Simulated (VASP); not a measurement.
# MnV (Pm-3m) in VASP: notebook

The runs below take MnV through single point, with LDA.

Everything below comes from runs of VASP 6.6.1. Logs are shortened: lines on timing, memory, paths and dates and some standing lists are left out, and cuts for length are marked.

### 1 The cell of the first run

Symmetry: Pm-3m, No. 221, cubic system. The conventional cell has a = 2.900 Å, b = 2.900 Å, c = 2.900 Å, α = 90.00°, β = 90.00°, γ = 90.00°. Within 3.3 Å of Mn (site symmetry m-3m) lie 8 V at 2.51 Å and 6 Mn at 2.90 Å. Within 3.3 Å of V (site symmetry m-3m) lie 8 Mn at 2.51 Å and 6 V at 2.90 Å.

### 2 Single point, LDA, collinear spin, ferromagnetic start

The input, INCAR:

```
ALGO = Normal
EDIFF = 1E-6
ENCUT = 520
ISIF = 2
ISMEAR = -1
ISPIN = 2
LASPH = True
LCHARG = True
LELF = True
LMAXMIX = 4
LORBIT = 11
LREAL = False
LVHAR = True
LWAVE = False
MAGMOM = 0.4 0.4
NBANDS = 24
NELM = 150
NUPDOWN = 0.8
PREC = Accurate
SIGMA = 0.05
```

The input, KPOINTS:

```
k-points
0
Gamma
  11 11 11
```

The input, POSCAR:

```
MnV
1.0
    2.9000000000      0.0000000000      0.0000000000
    0.0000000000      2.9000000000      0.0000000000
    0.0000000000      0.0000000000      2.9000000000
Mn V
1 1
Direct
    0.0000000000      0.0000000000      0.0000000000
    0.5000000000      0.5000000000      0.5000000000
```

Potentials or basis: VASP PAW LDA potentials, release 64 (Mn_pv, V_sv).

Started as:

```sh
$ cat potpaw_LDA.64/Mn_pv/POTCAR potpaw_LDA.64/V_sv/POTCAR > POTCAR
$ mpirun -np 1 vasp_std > vasp.out
```

OUTCAR:

```text
EDIFF = 1E-6
   ENCUT = 520
   ISIF = 2
   ISMEAR = -1
   ISPIN = 2
   LASPH = True
   LORBIT = 11
   LREAL = False
   NELM = 150
   NUPDOWN = 0.8
   PREC = Accurate

 ion  position               nearest neighbor table
   1  0.000  0.000  0.000-   2 2.51   2 2.51   2 2.51   2 2.51   2 2.51   2 2.51   2 2.51   2 2.51

   2  0.500  0.500  0.500-   1 2.51   1 2.51   1 2.51   1 2.51   1 2.51   1 2.51   1 2.51   1 2.51

  LATTYP: Found a simple cubic cell.
 ALAT       =     2.9000000000

  Lattice vectors:

 A1 = (   2.9000000000,   0.0000000000,   0.0000000000)
 A2 = (   0.0000000000,   2.9000000000,   0.0000000000)
 A3 = (   0.0000000000,   0.0000000000,   2.9000000000)

Analysis of symmetry for initial positions (statically):
=====================================================================
 Subroutine PRICEL returns:
 Original cell was already a primitive cell.

 Routine SETGRP: Setting up the symmetry group for a
 simple cubic supercell.

 Subroutine GETGRP returns: Found 48 space group operations
 (whereof 48 operations were pure point group operations)
 out of a pool of 48 trial point group operations.

The static configuration has the point symmetry O_h .

Analysis of symmetry for dynamics (positions and initial velocities):
=====================================================================
 Subroutine PRICEL returns:
 Original cell was already a primitive cell.

 Routine SETGRP: Setting up the symmetry group for a
 simple cubic supercell.

 Subroutine GETGRP returns: Found 48 space group operations
 (whereof 48 operations were pure point group operations)
 out of a pool of 48 trial point group operations.

The dynamic configuration has the point symmetry O_h .

Analysis of structural, dynamic, and magnetic symmetry:
=====================================================================
 Subroutine PRICEL returns:
 Original cell was already a primitive cell.

 Routine SETGRP: Setting up the symmetry group for a
 simple cubic supercell.

 Subroutine GETGRP returns: Found 48 space group operations
 (whereof 48 operations were pure point group operations)
 out of a pool of 48 trial point group operations.

The overall configuration has the point symmetry O_h .

 Subroutine INISYM returns: Found 48 space group operations
 (whereof 48 operations are pure point group operations),
 and found     1 'primitive' translations

----------------------------------------------------------------------------------------

                                     Primitive cell

  volume of cell :      24.3890

  direct lattice vectors                    reciprocal lattice vectors
     2.900000000  0.000000000  0.000000000     0.344827586  0.000000000  0.000000000
     0.000000000  2.900000000  0.000000000     0.000000000  0.344827586  0.000000000
     0.000000000  0.000000000  2.900000000     0.000000000  0.000000000  0.344827586

  length of vectors
     2.900000000  2.900000000  2.900000000     0.344827586  0.344827586  0.344827586

  position of ions in fractional coordinates (direct lattice)
     0.000000000  0.000000000  0.000000000
     0.500000000  0.500000000  0.500000000

  ion indices of the primitive-cell ions
   primitive index   ion index
                 1           1
                 2           2

----------------------------------------------------------------------------------------

 KPOINTS: k-points

Automatic generation of k-mesh.
 Grid dimensions read from file:
 generate k-points for:   11   11   11

 Generating k-lattice:

  Cartesian coordinates                     Fractional coordinates (reciprocal lattice)
     0.031347962  0.000000000  0.000000000     0.090909091  0.000000000  0.000000000
     0.000000000  0.031347962  0.000000000     0.000000000  0.090909091  0.000000000
     0.000000000  0.000000000  0.031347962     0.000000000  0.000000000  0.090909091

  Length of vectors
     0.031347962  0.031347962  0.031347962

  Shift w.r.t. Gamma in fractional coordinates (k-lattice)
     0.000000000  0.000000000  0.000000000

 Subroutine IBZKPT returns following result:
 ===========================================

 Found     56 irreducible k-points:

 Following reciprocal coordinates:
            Coordinates               Weight
  0.000000  0.000000  0.000000      1.000000
  0.090909  0.000000  0.000000      6.000000
  0.181818  0.000000  0.000000      6.000000
  0.272727  0.000000  0.000000      6.000000
  0.363636  0.000000  0.000000      6.000000
  0.454545  0.000000  0.000000      6.000000
[... 16 lines left out ...]
  0.181818  0.090909  0.090909     24.000000
  0.272727  0.090909  0.090909     24.000000
 [... further k-points ...]
   k-points           NKPTS =     56   k-points in BZ     NKDIM =     56   number of bands    NBANDS=     24
   number of dos      NEDOS =    301   number of ions     NIONS =      2
   total plane-waves  NPLWV =  13824
   dimension x,y,z NGX =    24 NGY =   24 NGZ =   24
   dimension x,y,z NGXF=    48 NGYF=   48 NGZF=   48
   ions per type =               1   1
   NGX,Y,Z   is equivalent  to a cutoff of  13.76, 13.76, 13.76 a.u.
   NGXF,Y,Z  is equivalent  to a cutoff of  27.52, 27.52, 27.52 a.u.
 SYSTEM =  unknown system
   PREC   = accura    normal or accurate (medium, high low for compatibility)
   ISTART =      0    job   : 0-new  1-cont  2-samecut
   ICHARG =      2    charge: 1-file 2-atom 10-const
   ISPIN  =      2    spin polarized calculation?
   LNONCOLLINEAR =      F non collinear calculations
   LSORBIT =      F    spin-orbit coupling
   LASPH  =      T    aspherical Exc in radial PAW
   ENCUT  =  520.0 eV  38.22 Ry    6.18 a.u.   5.39  5.39  5.39*2*pi/ulx,y,z
   NELM   =    150;   NELMIN=  2; NELMDL= -5     # of ELM steps
   EDIFF  = 0.1E-05   stopping-criterion for ELM
   LREAL  =      F    real-space projection
   EDIFFG = 0.1E-04   stopping-criterion for IOM
   NSW    =      0    number of steps for IOM
   IBRION =     -1    ionic relax: 0-MD 1-quasi-New 2-CG
   NFREE  =      0    steps in history (QN), initial steepest desc. (CG)
   ISIF   =      2    stress and relaxation
   ISYM   =      2    0-nonsym 1-usesym 2-fastsym
   POTIM  = 0.5000    time-step for ionic-motion
   TEBEG  =    0.0;   TEEND  =   0.0 temperature during run
   PSTRESS=    0.0 pullay stress
   NELECT =      26.0000    total number of electrons
   NUPDOWN=       0.8000    fix difference up-down
   EMIN   =  10.00;   EMAX   =-10.00  energy-range for DOS
   EFERMI =   0.00;   METHOD = LEGACY
   ISMEAR =    -1;   SIGMA  =   0.05  broadening in eV -4-tet -1-fermi 0-gaus
   EFERMI_NEDOS =   21; number of points for ismear=-14 and -15
   IALGO  =     38    algorithm
   IMIX   =      4    mixing-type and parameters
     AMIX     =   0.40;   BMIX     =  1.00
     AMIX_MAG =   1.60;   BMIX_MAG =  1.00
  volume/ion in A,a.u.               =      12.19        82.29
  Fermi-wavevector in a.u.,A,eV,Ry     =   1.672379  3.160337 38.053459  2.796850
  Thomas-Fermi vector in A             =   2.757536
   LORBIT       =     11    0 simple, 1 ext, 2 COOP (PROOUT), +10 PAW based schemes
   GGA     = CA    functional components
   LHFCALC =     F    Hartree Fock is set to
   AEXX    =    0.0000 exact exchange contribution
   IVDW    =     0    specifies the selected vdW correction
   LEPSILON=     F    determine dielectric tensor
   LRPA    =     F    only Hartree local field effects (RPA)
 spin polarized calculation
  energy-cutoff  :      520.00
  volume of cell :       24.39
 maximum number of plane-waves:       691
 NGX is ok and might be reduce to    24
   NGX = 11   NGY = 11   NGZ = 11

 number of electron      25.9999996 magnetization       0.8000000

 Free energy of the ion-electron system (eV)
  ---------------------------------------------------
  ext. energy  EPLUGINS =         0.00000000
  ---------------------------------------------------
  free energy    TOTEN  =       -20.34471314 eV

  energy without entropy =      -20.32256471  energy(sigma->0) =      -20.33363892

 E-fermi :   9.6058     XC(G=0): -13.7074

 val. band max:       10.4790670282   @ k =   0.2727   0.2727   0.0000
 cond. band min:       9.6101843564   @ k =   0.4545   0.0000   0.0000
 fundamental gap:     -0.8688826718
 Fermi energy:        10.4839070765

 spin component 1

 k-point     1 :       0.0000    0.0000    0.0000
  band No.  band energies     occupation
      1     -53.4430      1.00000
      2     -37.7994      1.00000
      3     -37.7994      1.00000
      4     -37.7994      1.00000
      5     -27.5828      1.00000
      6     -27.5828      1.00000
[... 16 lines left out ...]
     23      26.8225      0.00000
     24      31.8164      0.00000
[... 598 lines left out ...]
      2     -37.8439      1.00000
      3     -37.7990      1.00000
      4     -37.7986      1.00000
      5     -27.7235      1.00000
      6     -27.5950      1.00000
[... 16 lines left out ...]
     23      28.8713      0.00000
     24      29.3346      0.00000

 [... further k-points ...]

 spin component 2

 k-point     1 :       0.0000    0.0000    0.0000
  band No.  band energies     occupation
      1     -53.4251      1.00000
      2     -37.0920      1.00000
      3     -37.0920      1.00000
      4     -37.0920      1.00000
      5     -27.5645      1.00000
      6     -27.5645      1.00000
[... 16 lines left out ...]
     23      27.0415      0.00000
     24      31.9144      0.00000
[... 598 lines left out ...]
      2     -37.1380      1.00000
      3     -37.0914      1.00000
      4     -37.0910      1.00000
      5     -27.7051      1.00000
      6     -27.5770      1.00000
[... 16 lines left out ...]
     23      28.9732      0.00000
     24      29.5002      0.00000

 [... further k-points ...]

------------------------ aborting loop because EDIFF is reached ----------------------------------------

  FORCE on cell =-STRESS in cart. coord.  units (eV):
  Direction    XX          YY          ZZ          XY          YZ          ZX
  --------------------------------------------------------------------------------------
  -------------------------------------------------------------------------------------
  Total       -2.9014456     -2.9014456     -2.9014456      0.0000000      0.0000000     -0.0000000
  in kB     -190.6035685   -190.6035685   -190.6035685      0.0000000      0.0000000     -0.0000000
  external PRESSURE =    -190.6035685 kB  Pullay stress =       0.0000000 kB

 VOLUME and BASIS-vectors are now :
 -----------------------------------------------------------------------------
  energy-cutoff  :      520.00
  volume of cell :       24.39
      direct lattice vectors                 reciprocal lattice vectors
     2.900000000  0.000000000  0.000000000     0.344827586  0.000000000  0.000000000
     0.000000000  2.900000000  0.000000000     0.000000000  0.344827586  0.000000000
     0.000000000  0.000000000  2.900000000     0.000000000  0.000000000  0.344827586

 POSITION                                       TOTAL-FORCE (eV/Angst)
 -----------------------------------------------------------------------------------
      0.00000      0.00000      0.00000         0.000000      0.000000      0.000000
      1.45000      1.45000      1.45000         0.000000      0.000000      0.000000
 -----------------------------------------------------------------------------------
    total drift:                                0.000000      0.000000     -0.000000

  FREE ENERGIE OF THE ION-ELECTRON SYSTEM (eV)
  ---------------------------------------------------
  free  energy   TOTEN  =       -20.3447131365 eV

  energy  without entropy=      -20.3225647117  energy(sigma->0) =      -20.33363892

 total charge

# of ion       s       p       d       tot
------------------------------------------
    1        0.408   6.342   5.180  11.930
    2        2.346   6.260   3.061  11.666
--------------------------------------------------
tot          2.753  12.602   8.241  23.596

 magnetization (x)

# of ion       s       p       d       tot
------------------------------------------
    1        0.004   0.018   0.708   0.731
    2       -0.002   0.011   0.007   0.015
--------------------------------------------------
tot          0.002   0.028   0.715   0.746
```

It took 84 s on 1 thread of Intel Xeon 8259CL, shared host; peak memory 0.17 GiB.

What came out:

```yaml
Free_energy: -20.3447 eV
Pressure: -19.1 GPa
Net_moment: 0.80 μB per cell
Site_moments: Mn +0.73; V +0.01 μB
Valence_electrons_inside_the_program's_atomic_spheres: Mn 11.93; V 11.67
```

Caveat: the cell stands under tension; the total moment is fixed, so each spin has its own Fermi level.

### 3 Single point, LDA, collinear spin, ferromagnetic start

The input, INCAR:

```
PREC = Accurate
ENCUT = 520
EDIFF = 1E-6
ISMEAR = -1
SIGMA = 0.05
LREAL = False
LASPH = True
NELM = 150
ALGO = Normal
ISIF = 2
LWAVE = False
LCHARG = False
ISPIN = 2
MAGMOM = 0.4 0.4
LORBIT = 11
NUPDOWN = 0.8
LMAXMIX = 4
GGA = CA
NBANDS = 24
```

The input, KPOINTS:

```
regular mesh
0
Gamma
  11 11 11
```

POSCAR is that of step 2.

Potentials or basis: VASP PAW LDA potentials, release 64 (Mn_pv, V_sv).

Started as:

```sh
$ cat potpaw_LDA.64/Mn_pv/POTCAR potpaw_LDA.64/V_sv/POTCAR > POTCAR
$ mpirun -np 1 vasp_std > vasp.out
```

Wall time 69 s (1 thread of Intel Xeon 8259CL, shared host); peak memory 0.17 GiB.

The run converged. Its results:

- Free energy: -20.3447 eV
- Pressure: -19.1 GPa
- Net moment: 0.80 μB per cell
- Site moments: Mn +0.73; V +0.01 μB
- Valence electrons inside the program's atomic spheres: Mn 11.93; V 11.67

Caveat: the cell stands under tension; the total moment is fixed, so each spin has its own Fermi level.

### 4 Single point, LDA, collinear spin, ferromagnetic start

The input, INCAR:

```
SYSTEM = MnV
  PREC = Accurate
  ENCUT = 520
  EDIFF = 1E-7
  ISMEAR = -1
  SIGMA = 0.05
  LREAL = .FALSE.
  LASPH = .TRUE.
  NELM = 150
  ALGO = Normal
  ISIF = 2
  LWAVE = .FALSE.
  LCHARG = .FALSE.
  ISPIN = 2
  MAGMOM = 0.6 0.6
  LORBIT = 11
  NUPDOWN = 1.2
  LMAXMIX = 4
  NBANDS = 24
```

The input, KPOINTS:

```
regular mesh
0
G
  11 11 11
  0 0 0
```

POSCAR is that of step 3.

Started as:

```sh
$ cat potpaw_LDA.64/Mn_pv/POTCAR potpaw_LDA.64/V_sv/POTCAR > POTCAR
$ mpirun -np 1 vasp_std > vasp.out
```

It took 63 s on 1 thread of Intel Xeon 8259CL, shared host; peak memory 0.17 GiB.

Results (log left out):

```yaml
Free_energy: -20.1543 eV
Pressure: -15.9 GPa
Net_moment: 1.20 μB per cell
Site_moments: Mn +1.16; V -0.03 μB
Valence_electrons_inside_the_program's_atomic_spheres: Mn 11.93; V 11.68
```

Caveat: the cell stands under tension; the total moment is fixed, so each spin has its own Fermi level.
